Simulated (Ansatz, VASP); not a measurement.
**One calculation of CsO, two programs**

File INCAR:

```
PREC = Accurate
ENCUT = 520
EDIFF = 1E-6
ISMEAR = 0
SIGMA = 0.05
LREAL = False
LASPH = True
NELM = 80
ALGO = Normal
ISIF = 2
LWAVE = False
LCHARG = False
NBANDS = 23
```

File KPOINTS:

```
Automatic mesh
0
Gamma
  8 8 8
```

The input POSCAR:

```
CsO
1.0
   -2.1610000000      3.1185500000      3.7585000000
    2.1610000000     -3.1185500000      3.7585000000
    2.1610000000      3.1185500000     -3.7585000000
Cs O
2 2
Direct
    0.2500000000      0.2500000000      0.0000000000
    0.7500000000      0.7500000000      0.0000000000
    0.6200000000      0.0000000000      0.6200000000
    0.3800000000      0.0000000000      0.3800000000
```

Input for Ansatz:

```yaml
crystal:
  lattice:
    - [-2.161, 3.11855, 3.7585]
    - [2.161, -3.11855, 3.7585]
    - [2.161, 3.11855, -3.7585]
  atoms:
    - { symbol: Cs, position: [0.25, 0.25, 0.0] }
    - { symbol: Cs, position: [0.75, 0.75, 0.0] }
    - { symbol: O, position: [0.62, 0.0, 0.62] }
    - { symbol: O, position: [0.38, 0.0, 0.38] }
basis:
  ecutwfc: 420
kpoints:
  mp_grid: { grid: [8, 8, 8] }
hamiltonian:
  xc: lda
scf:
  occupations: { method: gaussian, width: 0.05 }
output:
  forces: true
  stress: true
  eigenvalues: true
```

Change from the starting cell: strain -0.0300 x Voigt [0, 1, 0, 0, 0, 0], atoms carried along.

Alike in both runs: task single point; functional LDA; k mesh 8 × 8 × 8; occupations gaussian, width 0.05 eV; no spin polarisation.

```csv
,VASP,Ansatz
version,VASP 6.6.1,Ansatz 0.2.0
potentials or method,"VASP PAW LDA potentials, release 64 (Cs_sv, O), cutoff 520 eV","scalar-relativistic, plane waves, PAW"
valence electrons in the cell,30,30
```

```csv
,VASP,Ansatz,Ansatz less VASP
gap on the k mesh at the Fermi level (eV),1.56,1.56,+0.004
least direct gap on the mesh (eV),1.66,1.65,-0.014
pressure (GPa),-2.3,-2.7,-0.41
"traceless stress, the component that is largest in VASP (GPa)",-0.41,-0.23,+0.185
rms of the force components (eV/Å),0.181,0.285,+0.1039
```

LDA's correlation is that of Perdew and Zunger in VASP and of Perdew and Wang (1992) in Ansatz. Atom by atom the forces differ by 0.110 eV/Å (rms over components).

Spin-orbit coupling is off throughout.
